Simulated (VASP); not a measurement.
# WC (Fm-3m) in VASP: notebook

WC is run at these levels: PBEsol; tasks: single point.

All numbers are computed with VASP 6.6.1; they aren't measurements. Logs are shortened: lines on timing, memory, paths and dates and some standing lists are left out, and cuts for length are marked.

### Step 1. The cell of the first run

Symmetry: Fm-3m, No. 225, cubic system. Conventional cell: a = 4.385 Å, b = 4.385 Å, c = 4.385 Å, α = 90.00°, β = 90.00°, γ = 90.00°. W (site symmetry m-3m) has 6 C at 2.19 Å within 2.9 Å. Within 2.9 Å of C (site symmetry m-3m) lie 6 W at 2.19 Å.

### Step 2. Single point, PBEsol

INCAR

```
  PREC = Accurate
  ENCUT = 520
  EDIFF = 1E-6
  ISMEAR = -1
  SIGMA = 0.05
  LREAL = False
  LASPH = True
  NELM = 100
  ALGO = Normal
  ISIF = 2
  LWAVE = False
  LCHARG = False
  GGA = PS
  NBANDS = 16
```

KPOINTS

```
regular mesh
0
Gamma
  11 11 11
```

POSCAR

```
WC
1.0
    0.0000000000      2.1926840000      2.1926840000
    2.1926840000      0.0000000000      2.1926840000
    2.1926840000      2.1926840000      0.0000000000
W C
1 1
Direct
    0.0000000000      0.0000000000      0.0000000000
    0.5000000000      0.5000000000      0.5000000000
```

Potentials or basis: VASP PAW PBE potentials, release 64 (W_sv, C).

Command:

```bash
$ cat potpaw_PBE.64/W_sv/POTCAR potpaw_PBE.64/C/POTCAR > POTCAR
$ mpirun -np 1 vasp_std > vasp.out
```

OUTCAR:

```text
PREC = Accurate
   ENCUT = 520
   EDIFF = 1E-6
   ISMEAR = -1
   LREAL = False
   LASPH = True
   NELM = 100
   ISIF = 2
   GGA = PS

 ion  position               nearest neighbor table
   1  0.000  0.000  0.000-   2 2.19   2 2.19   2 2.19   2 2.19   2 2.19   2 2.19
   2  0.500  0.500  0.500-   1 2.19   1 2.19   1 2.19   1 2.19   1 2.19   1 2.19

  LATTYP: Found a face centered cubic cell.
 ALAT       =     4.3853680000

  Lattice vectors:

 A1 = (   0.0000000000,   2.1926840000,   2.1926840000)
 A2 = (   2.1926840000,   0.0000000000,   2.1926840000)
 A3 = (   2.1926840000,   2.1926840000,   0.0000000000)

Analysis of symmetry for initial positions (statically):
=====================================================================
 Subroutine PRICEL returns:
 Original cell was already a primitive cell.

 Routine SETGRP: Setting up the symmetry group for a
 face centered cubic supercell.

 Subroutine GETGRP returns: Found 48 space group operations
 (whereof 48 operations were pure point group operations)
 out of a pool of 48 trial point group operations.

The static configuration has the point symmetry O_h .

Analysis of symmetry for dynamics (positions and initial velocities):
=====================================================================
 Subroutine PRICEL returns:
 Original cell was already a primitive cell.

 Routine SETGRP: Setting up the symmetry group for a
 face centered cubic supercell.

 Subroutine GETGRP returns: Found 48 space group operations
 (whereof 48 operations were pure point group operations)
 out of a pool of 48 trial point group operations.

The dynamic configuration has the point symmetry O_h .

 Subroutine INISYM returns: Found 48 space group operations
 (whereof 48 operations are pure point group operations),
 and found     1 'primitive' translations

----------------------------------------------------------------------------------------

                                     Primitive cell

  volume of cell :      21.0842

  direct lattice vectors                    reciprocal lattice vectors
     0.000000000  2.192684000  2.192684000    -0.228031034  0.228031034  0.228031034
     2.192684000  0.000000000  2.192684000     0.228031034 -0.228031034  0.228031034
     2.192684000  2.192684000  0.000000000     0.228031034  0.228031034 -0.228031034

  length of vectors
     3.100923451  3.100923451  3.100923451     0.394961337  0.394961337  0.394961337

  position of ions in fractional coordinates (direct lattice)
     0.000000000  0.000000000  0.000000000
     0.500000000  0.500000000  0.500000000

  ion indices of the primitive-cell ions
   primitive index   ion index
                 1           1
                 2           2

----------------------------------------------------------------------------------------

 KPOINTS: regular mesh

Automatic generation of k-mesh.
 Grid dimensions read from file:
 generate k-points for:   11   11   11

 Generating k-lattice:

  Cartesian coordinates                     Fractional coordinates (reciprocal lattice)
    -0.020730094  0.020730094  0.020730094     0.090909091  0.000000000  0.000000000
     0.020730094 -0.020730094  0.020730094     0.000000000  0.090909091  0.000000000
     0.020730094  0.020730094 -0.020730094     0.000000000  0.000000000  0.090909091

  Length of vectors
     0.035905576  0.035905576  0.035905576

  Shift w.r.t. Gamma in fractional coordinates (k-lattice)
     0.000000000  0.000000000  0.000000000

 Subroutine IBZKPT returns following result:
 ===========================================

 Found     56 irreducible k-points:

 Following reciprocal coordinates:
            Coordinates               Weight
  0.000000  0.000000  0.000000      1.000000
  0.090909  0.000000  0.000000      8.000000
  0.181818  0.000000  0.000000      8.000000
  0.272727  0.000000  0.000000      8.000000
  0.363636  0.000000  0.000000      8.000000
  0.454545  0.000000  0.000000      8.000000
[... 16 lines left out ...]
 -0.272727  0.181818  0.000000     24.000000
 -0.181818  0.181818  0.000000     12.000000
 [... further k-points ...]
   k-points           NKPTS =     56   k-points in BZ     NKDIM =     56   number of bands    NBANDS=     16
   number of dos      NEDOS =    301   number of ions     NIONS =      2
   total plane-waves  NPLWV =  13824
   dimension x,y,z NGX =    24 NGY =   24 NGZ =   24
   dimension x,y,z NGXF=    48 NGYF=   48 NGZF=   48
   ions per type =               1   1
   NGX,Y,Z   is equivalent  to a cutoff of  12.87, 12.87, 12.87 a.u.
   NGXF,Y,Z  is equivalent  to a cutoff of  25.73, 25.73, 25.73 a.u.
 SYSTEM =  unknown system
   PREC   = accura    normal or accurate (medium, high low for compatibility)
   ISTART =      0    job   : 0-new  1-cont  2-samecut
   ICHARG =      2    charge: 1-file 2-atom 10-const
   ISPIN  =      1    spin polarized calculation?
   LNONCOLLINEAR =      F non collinear calculations
   LSORBIT =      F    spin-orbit coupling
   LASPH  =      T    aspherical Exc in radial PAW
   ENCUT  =  520.0 eV  38.22 Ry    6.18 a.u.   5.77  5.77  5.77*2*pi/ulx,y,z
   NELM   =    100;   NELMIN=  2; NELMDL= -5     # of ELM steps
   EDIFF  = 0.1E-05   stopping-criterion for ELM
   LREAL  =      F    real-space projection
   EDIFFG = 0.1E-04   stopping-criterion for IOM
   NSW    =      0    number of steps for IOM
   IBRION =     -1    ionic relax: 0-MD 1-quasi-New 2-CG
   NFREE  =      0    steps in history (QN), initial steepest desc. (CG)
   ISIF   =      2    stress and relaxation
   ISYM   =      2    0-nonsym 1-usesym 2-fastsym
   POTIM  = 0.5000    time-step for ionic-motion
   TEBEG  =    0.0;   TEEND  =   0.0 temperature during run
   PSTRESS=    0.0 pullay stress
   NELECT =      18.0000    total number of electrons
   NUPDOWN=      -1.0000    fix difference up-down
   EMIN   =  10.00;   EMAX   =-10.00  energy-range for DOS
   EFERMI =   0.00;   METHOD = LEGACY
   ISMEAR =    -1;   SIGMA  =   0.05  broadening in eV -4-tet -1-fermi 0-gaus
   EFERMI_NEDOS =   21; number of points for ismear=-14 and -15
   IALGO  =     38    algorithm
   IMIX   =      4    mixing-type and parameters
     AMIX     =   0.40;   BMIX     =  1.00
     AMIX_MAG =   1.60;   BMIX_MAG =  1.00
  volume/ion in A,a.u.               =      10.54        71.14
  Fermi-wavevector in a.u.,A,eV,Ry     =   1.553029  2.934800 32.815887  2.411900
  Thomas-Fermi vector in A             =   2.657319
   LORBIT       =      0    0 simple, 1 ext, 2 COOP (PROOUT), +10 PAW based schemes
   GGA     = PS    functional components
   LHFCALC =     F    Hartree Fock is set to
   AEXX    =    0.0000 exact exchange contribution
   IVDW    =     0    specifies the selected vdW correction
   LEPSILON=     F    determine dielectric tensor
   LRPA    =     F    only Hartree local field effects (RPA)
 non-spin polarized calculation
  energy-cutoff  :      520.00
  volume of cell :       21.08
 maximum number of plane-waves:       578
   NGX = 11   NGY = 11   NGZ = 11

 number of electron      18.0000001 magnetization

 Free energy of the ion-electron system (eV)
  ---------------------------------------------------
  ext. energy  EPLUGINS =         0.00000000
  ---------------------------------------------------
  free energy    TOTEN  =       -22.97472457 eV

  energy without entropy =      -22.96231229  energy(sigma->0) =      -22.96851843

 E-fermi :  12.2468     XC(G=0): -13.8418

 val. band max:       12.2393258519   @ k =  -0.0909   0.0909   0.0000
 cond. band min:      12.2661334541   @ k =   0.4545   0.0909   0.0000
 fundamental gap:      0.0268076022
 Fermi energy:        12.2467903493

 k-point     1 :       0.0000    0.0000    0.0000
  band No.  band energies     occupation
      1     -63.1212      2.00000
      2     -27.1177      2.00000
      3     -27.1177      2.00000
      4     -27.1177      2.00000
      5      -3.5252      2.00000
      6       9.4901      2.00000
[... 8 lines left out ...]
     15      21.8775      0.00000
     16      35.4856      0.00000

 k-point     2 :       0.0909    0.0000    0.0000
  band No.  band energies     occupation
      1     -63.1183      2.00000
      2     -27.1666      2.00000
      3     -27.1229      2.00000
      4     -27.1229      2.00000
      5      -3.2929      2.00000
      6       8.7201      2.00000
[... 8 lines left out ...]
     15      22.4187      0.00000
     16      33.1689      0.00000

 k-point     3 :       0.1818    0.0000    0.0000
  band No.  band energies     occupation
      1     -63.1104      2.00000
      2     -27.2958      2.00000
      3     -27.1370      2.00000
      4     -27.1370      2.00000
      5      -2.6294      2.00000
      6       7.2475      2.00000
[... 8 lines left out ...]
     15      23.6997      0.00000
     16      30.3257      0.00000

 k-point     4 :       0.2727    0.0000    0.0000
  band No.  band energies     occupation
      1     -63.1001      2.00000
      2     -27.4610      2.00000
      3     -27.1553      2.00000
      4     -27.1553      2.00000
      5      -1.6259      2.00000
      6       5.6552      2.00000
[... 8 lines left out ...]
     15      24.5845      0.00000
     16      28.5695      0.00000

 k-point     5 :       0.3636    0.0000    0.0000
  band No.  band energies     occupation
      1     -63.0906      2.00000
      2     -27.6091      2.00000
      3     -27.1720      2.00000
      4     -27.1720      2.00000
      5      -0.4117      2.00000
      6       4.1192      2.00000
[... 8 lines left out ...]
     15      25.3185      0.00000
     16      25.9846      0.00000

 k-point     6 :       0.4545    0.0000    0.0000
  band No.  band energies     occupation
      1     -63.0850      2.00000
      2     -27.6954      2.00000
      3     -27.1820      2.00000
      4     -27.1820      2.00000
      5       0.8115      2.00000
      6       2.7690      2.00000
[... 8 lines left out ...]
     15      24.2727      0.00000
     16      24.2727      0.00000

 k-point     7 :       0.0909    0.0909    0.0000
  band No.  band energies     occupation
      1     -63.1173      2.00000
      2     -27.1632      2.00000
      3     -27.1345      2.00000
      4     -27.1345      2.00000
      5      -3.2205      2.00000
      6       8.4907      2.00000
[... 8 lines left out ...]
     15      22.6017      0.00000
     16      33.0748      0.00000

 k-point     8 :       0.1818    0.0909    0.0000
  band No.  band energies     occupation
      1     -63.1111      2.00000
      2     -27.2593      2.00000
      3     -27.1538      2.00000
      4     -27.1436      2.00000
      5      -2.7170      2.00000
      6       7.1382      2.00000
[... 8 lines left out ...]
     15      23.6751      0.00000
     16      30.3528      0.00000

 k-point     9 :       0.2727    0.0909    0.0000
  band No.  band energies     occupation
      1     -63.1016      2.00000
      2     -27.4090      2.00000
      3     -27.1747      2.00000
      4     -27.1596      2.00000
      5      -1.8583      2.00000
      6       5.8154      2.00000
[... 8 lines left out ...]
     15      24.6811      0.00000
     16      28.1494      0.00000
[... 172 lines left out ...]
 k-point    19 :       0.3636    0.1818    0.0000
  band No.  band energies     occupation
      1     -63.0900      2.00000
      2     -27.5119      2.00000
      3     -27.2307      2.00000
      4     -27.2241      2.00000
      5      -1.0095      2.00000
      6       4.7219      2.00000
[... 8 lines left out ...]
     15      24.2255      0.00000
     16      26.8847      0.00000

 k-point    20 :       0.4545    0.1818    0.0000
  band No.  band energies     occupation
      1     -63.0827      2.00000
      2     -27.6074      2.00000
      3     -27.2673      2.00000
      4     -27.2291      2.00000
      5      -0.1753      2.00000
      6       4.0113      2.00000
[... 8 lines left out ...]
     15      23.4496      0.00000
     16      26.1475      0.00000

 k-point    21 :      -0.4545    0.1818    0.0000
  band No.  band energies     occupation
      1     -63.0795      2.00000
      2     -27.6454      2.00000
      3     -27.2995      2.00000
      4     -27.2191      2.00000
      5       0.4236      2.00000
      6       3.4311      2.00000
[... 8 lines left out ...]
     15      24.0709      0.00000
     16      25.7394      0.00000

 k-point    22 :      -0.3636    0.1818    0.0000
  band No.  band energies     occupation
      1     -63.0814      2.00000
      2     -27.6180      2.00000
      3     -27.3139      2.00000
      4     -27.1972      2.00000
      5       0.3213      2.00000
      6       3.4938      2.00000
[... 8 lines left out ...]
     15      24.6332      0.00000
     16      25.2936      0.00000

 k-point    23 :      -0.2727    0.1818    0.0000
  band No.  band energies     occupation
      1     -63.0878      2.00000
      2     -27.5394      2.00000
      3     -27.2995      2.00000
      4     -27.1703      2.00000
      5      -0.4529      2.00000
      6       4.2840      2.00000
[... 8 lines left out ...]
     15      24.8626      0.00000
     16      25.4071      0.00000

 k-point    24 :      -0.1818    0.1818    0.0000
  band No.  band energies     occupation
      1     -63.0966      2.00000
      2     -27.4426      2.00000
      3     -27.2511      2.00000
      4     -27.1468      2.00000
      5      -1.3818      2.00000
      6       5.3874      2.00000
[... 8 lines left out ...]
     15      24.9916      0.00000
     16      25.9015      0.00000

 [... further k-points ...]

------------------------ aborting loop because EDIFF is reached ----------------------------------------

  FORCE on cell =-STRESS in cart. coord.  units (eV):
  Direction    XX          YY          ZZ          XY          YZ          ZX
  --------------------------------------------------------------------------------------
  -------------------------------------------------------------------------------------
  Total       -1.1796470     -1.1796470     -1.1796470      0.0000000     -0.0000000      0.0000000
  in kB      -89.6405513    -89.6405513    -89.6405513      0.0000000     -0.0000000      0.0000000
  external PRESSURE =     -89.6405513 kB  Pullay stress =       0.0000000 kB

 VOLUME and BASIS-vectors are now :
 -----------------------------------------------------------------------------
  energy-cutoff  :      520.00
  volume of cell :       21.08
      direct lattice vectors                 reciprocal lattice vectors
     0.000000000  2.192684000  2.192684000    -0.228031034  0.228031034  0.228031034
     2.192684000  0.000000000  2.192684000     0.228031034 -0.228031034  0.228031034
     2.192684000  2.192684000  0.000000000     0.228031034  0.228031034 -0.228031034

 POSITION                                       TOTAL-FORCE (eV/Angst)
 -----------------------------------------------------------------------------------
      0.00000      0.00000      0.00000        -0.000000     -0.000000      0.000000
      2.19268      2.19268      2.19268         0.000000      0.000000      0.000000
 -----------------------------------------------------------------------------------
    total drift:                                0.000000     -0.000000     -0.000000

  FREE ENERGIE OF THE ION-ELECTRON SYSTEM (eV)
  ---------------------------------------------------
  free  energy   TOTEN  =       -22.9747245705 eV

  energy  without entropy=      -22.9623122851  energy(sigma->0) =      -22.96851843
```

Wall time 15 s (1 thread of AMD EPYC 7R43 (Zen 3), shared host); peak memory 0.12 GiB.

What came out:

```yaml
Free_energy: -22.9747 eV
Pressure: -9.0 GPa
Band_gap_on_the_k_mesh: zero (band 9 reaches 13.19 eV, above the bottom of band 10 at 10.11 eV)
```

Levels at points of the mesh, in eV from the Fermi level:
```tsv
k point	band 7	band 8	band 9	band 10	band 11	band 12
(0.00, 0.00, 0.00)	-2.76	-2.76	-1.02	-1.02	-1.02	-0.97
```

Caveat: the PAW data sets were made with another functional, which shifts forces and pressure a little; spin-orbit coupling is left out, which moves the levels of the heavy elements.

[end of part 1 of 2]
